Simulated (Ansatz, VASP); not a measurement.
## TaH5: VASP beside Ansatz

```xyz
6
Lattice="3.4278 0.0000 0.0000 -1.7139 2.9686 0.0000 0.0000 0.0000 2.9955" Properties=species:S:1:pos:R:3 pbc="T T T"
Ta    0.0000    0.0000    0.0000
H     0.0000    1.9790    0.0000
H     1.7139    0.9895    0.0000
H     1.7139    0.0000    1.4978
H     0.8570    1.4843    1.4978
H    -0.8570    1.4843    1.4978
```

Change from the starting cell: species swapped into the YRh5 type (P6/mmm, No. 191).

Alike in both runs: functional PBE; k mesh 12 × 12 × 12; occupations gaussian, width 0.1 eV; no spin polarisation.

Ansatz relaxed the structure, and its values are those at the end. VASP's run is a single point on that final structure, the one shown.

|  | VASP | Ansatz |
| --- | --- | --- |
| version | VASP 6.6.1 | Ansatz 0.2.0 |
| potentials or method | VASP PAW PBE potentials, release 64 (Ta_pv, H), cutoff 520 eV | scalar-relativistic, plane waves, PAW |
| valence electrons in the cell | 16 | 18 |

```tsv
	VASP	Ansatz	Ansatz less VASP
gap on the k mesh at the Fermi level (eV)	none	none	-
pressure (GPa)	0.0	0.0	+0.02
```

A gap of «none» marks a metal or a gap that the smearing closes. With one functional, cell and mesh, what is left measures potentials, basis and numerics. VASP's potentials hold 16 valence electrons a cell and Ansatz's 18, so a difference there can come from the potentials and not from the codes.

Spin-orbit coupling is off throughout.
